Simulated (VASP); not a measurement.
# Sb2W (P-3m1) in VASP: notebook, part 2 of 2

VASP 6.6.1. The steps go on from the part before.

### 4 Single point, PBE (volume scaled by 0.960)

Contents of INCAR:

```
SYSTEM = Sb2W
  PREC = Accurate
  ENCUT = 520
  EDIFF = 1E-6
  ISMEAR = 0
  SIGMA = 0.05
  LREAL = .FALSE.
  LASPH = .TRUE.
  NELM = 100
  ALGO = Normal
  ISIF = 2
  LWAVE = .FALSE.
  LCHARG = .FALSE.
  GGA = PE
  NBANDS = 19
```

Contents of KPOINTS:

```
regular mesh
0
G
  12 12 6
  0 0 0
```

Contents of POSCAR:

```
Sb2W
1.0
    3.4522046848      0.0000000000      0.0000000000
   -1.7261023424      2.9896969561      0.0000000000
    0.0000000000      0.0000000000      6.4963865396
W Sb
1 2
Direct
    0.0000000000      0.0000000000      0.0000000000
    0.3333333333      0.6666666667      0.2920761512
    0.6666666667      0.3333333333      0.7079238488
```

Potentials or basis: VASP PAW PBE potentials, release 64 (W_sv, Sb).

Launch:

```
> cat potpaw_PBE.64/W_sv/POTCAR potpaw_PBE.64/Sb/POTCAR > POTCAR
> mpirun -np 1 vasp_std > vasp.out
```

OUTCAR:

```text
SYSTEM = Sb2W
   PREC = Accurate
   ENCUT = 520
   EDIFF = 1E-6
   ISMEAR = 0
   LREAL = .FALSE.
   LASPH = .TRUE.
   NELM = 100
   ISIF = 2
   GGA = PE

 ion  position               nearest neighbor table
   1  0.000  0.000  0.000-   2 2.75   3 2.75   2 2.75   3 2.75   3 2.75   2 2.75
   2  0.333  0.667  0.292-   1 2.75   1 2.75   1 2.75   3 3.36   3 3.36   3 3.36
   3  0.667  0.333  0.708-   1 2.75   1 2.75   1 2.75   2 3.36   2 3.36   2 3.36

  LATTYP: Found a hexagonal cell.
 ALAT       =     3.4522046848
 C/A-ratio  =     1.8818080423

  Lattice vectors:

 A1 = (   3.4522046848,   0.0000000000,   0.0000000000)
 A2 = (  -1.7261023424,   2.9896969561,   0.0000000000)
 A3 = (   0.0000000000,   0.0000000000,   6.4963865396)

Analysis of symmetry for initial positions (statically):
=====================================================================
 Subroutine PRICEL returns:
 Original cell was already a primitive cell.

 Routine SETGRP: Setting up the symmetry group for a
 hexagonal supercell.

 Subroutine GETGRP returns: Found 12 space group operations
 (whereof 12 operations were pure point group operations)
 out of a pool of 24 trial point group operations.

The static configuration has the point symmetry D_3d.

Analysis of symmetry for dynamics (positions and initial velocities):
=====================================================================
 Subroutine PRICEL returns:
 Original cell was already a primitive cell.

 Routine SETGRP: Setting up the symmetry group for a
 hexagonal supercell.

 Subroutine GETGRP returns: Found 12 space group operations
 (whereof 12 operations were pure point group operations)
 out of a pool of 24 trial point group operations.

The dynamic configuration has the point symmetry D_3d.

[... 108 lines left out ...]
   POTIM  = 0.5000    time-step for ionic-motion
   TEBEG  =    0.0;   TEEND  =   0.0 temperature during run
   PSTRESS=    0.0 pullay stress
   NELECT =      24.0000    total number of electrons
   NUPDOWN=      -1.0000    fix difference up-down
   EMIN   =  10.00;   EMAX   =-10.00  energy-range for DOS
   EFERMI =   0.00;   METHOD = LEGACY
   ISMEAR =     0;   SIGMA  =   0.05  broadening in eV -4-tet -1-fermi 0-gaus
   EFERMI_NEDOS =   21; number of points for ismear=-14 and -15
   IALGO  =     38    algorithm
   IMIX   =      4    mixing-type and parameters
     AMIX     =   0.40;   BMIX     =  1.00
     AMIX_MAG =   1.60;   BMIX_MAG =  1.00
  volume/ion in A,a.u.               =      22.35       150.82
  Fermi-wavevector in a.u.,A,eV,Ry     =   1.162376  2.196573 18.383083  1.351119
  Thomas-Fermi vector in A             =   2.298938
   LORBIT       =      0    0 simple, 1 ext, 2 COOP (PROOUT), +10 PAW based schemes
   GGA     = PE    functional components
   LHFCALC =     F    Hartree Fock is set to
   AEXX    =    0.0000 exact exchange contribution
   IVDW    =     0    specifies the selected vdW correction
   LEPSILON=     F    determine dielectric tensor
   LRPA    =     F    only Hartree local field effects (RPA)
 non-spin polarized calculation
 Gauss-broadening in eV      SIGMA  =   0.05
  energy-cutoff  :      520.00
  volume of cell :       67.05
 maximum number of plane-waves:      1829
 NGX is ok and might be reduce to    28
   NGX = 13   NGY = 13   NGZ = 25

 number of electron      24.0000003 magnetization

 Free energy of the ion-electron system (eV)
  ---------------------------------------------------
  ext. energy  EPLUGINS =         0.00000000
  ---------------------------------------------------
  free energy    TOTEN  =       -20.08723717 eV

  energy without entropy =      -20.08543048  energy(sigma->0) =      -20.08633383

 E-fermi :   9.4646     XC(G=0): -11.1655

 val. band max:        9.4633344039   @ k =   0.0000   0.0000   0.0000
 cond. band min:       9.4651222985   @ k =   0.0000   0.3333   0.1667
 fundamental gap:      0.0017878946
 Fermi energy:         9.4646442183

 k-point     1 :       0.0000    0.0000    0.0000
  band No.  band energies     occupation
      1     -64.5256      2.00000
      2     -28.7308      2.00000
      3     -28.7308      2.00000
      4     -28.7117      2.00000
      5      -3.1912      2.00000
      6      -0.5262      2.00000
[... 505 lines left out ...]
      6      -0.5395      2.00000
[... 11 lines left out ...]
     18      15.7646      0.00000
     19      16.7822      0.00000

 [... further k-points ...]
[... 5 lines left out ...]
  --------------------------------------------------------------------------------------
  -------------------------------------------------------------------------------------
  Total        0.9852495      0.9852495      0.9392746      0.0000000      0.0000000      0.0000000
  in kB       23.5429701     23.5429701     22.4443796      0.0000000      0.0000000      0.0000000
  external PRESSURE =      23.1767733 kB  Pullay stress =       0.0000000 kB

 VOLUME and BASIS-vectors are now :
 -----------------------------------------------------------------------------
  energy-cutoff  :      520.00
  volume of cell :       67.05
      direct lattice vectors                 reciprocal lattice vectors
     3.452204685  0.000000000  0.000000000     0.289669962  0.167241031  0.000000000
    -1.726102342  2.989696956  0.000000000     0.000000000  0.334482061  0.000000000
     0.000000000  0.000000000  6.496386540     0.000000000  0.000000000  0.153931727

 POSITION                                       TOTAL-FORCE (eV/Angst)
 -----------------------------------------------------------------------------------
      0.00000      0.00000      0.00000        -0.000000      0.000000     -0.000000
     -0.00000      1.99313      1.89744         0.000000     -0.000000      0.004627
      1.72610      0.99657      4.59895        -0.000000      0.000000     -0.004627
 -----------------------------------------------------------------------------------
    total drift:                               -0.000000      0.000000     -0.000000

  FREE ENERGIE OF THE ION-ELECTRON SYSTEM (eV)
  ---------------------------------------------------
  free  energy   TOTEN  =       -20.0872371710 eV

  energy  without entropy=      -20.0854304813  energy(sigma->0) =      -20.08633383
```

Wall time 1.9 min (1 thread of Intel Xeon 6975P-C, shared host); peak memory 0.27 GiB.

What came out:

```yaml
Free_energy: -20.0872 eV
Pressure: 2.3 GPa
Largest_force: 0.005 eV/Å
Band_gap_on_the_k_mesh: zero (band 12 reaches 9.77 eV, above the bottom of band 13 at 9.19 eV)
```

Forces in eV/Å, atoms in the order of the input:
```
W    0.000  0.000  0.000
Sb   0.000  0.000  0.005
Sb   0.000  0.000 -0.005
```

Stress tensor (GPa, compression positive):
```
2.35 0.00 0.00
0.00 2.35 0.00
0.00 0.00 2.24
```

Caveat: spin-orbit coupling is left out, which moves the levels of the heavy elements.

### 5 Summary

```tsv
cell	gap on the mesh (eV)	pressure (GPa)	largest force (eV/Å)
a = 3.330, b = 3.330, c = 8.000 Å, angles 90.0, 90.0, 120.0°, 3 atoms	none	0.1	0.01
a = 3.440, b = 3.440, c = 6.440 Å, angles 90.0, 90.0, 120.0°, 3 atoms	none	3.7	0.01
a = 3.452, b = 3.452, c = 6.496 Å, angles 90.0, 90.0, 120.0°, 3 atoms	none	2.3	-
```

Alike in all rows: task single point; level PBE; potentials or basis VASP PAW PBE potentials, release 64 (W_sv, Sb); no spin polarisation; k mesh 12 × 12 × 6; cutoff (eV) 520; smearing gaussian 0.05 eV.

Caveats: spin-orbit coupling is left out, which moves the levels of the heavy elements.

Absolute energies hang on the potentials; compare differences alone.
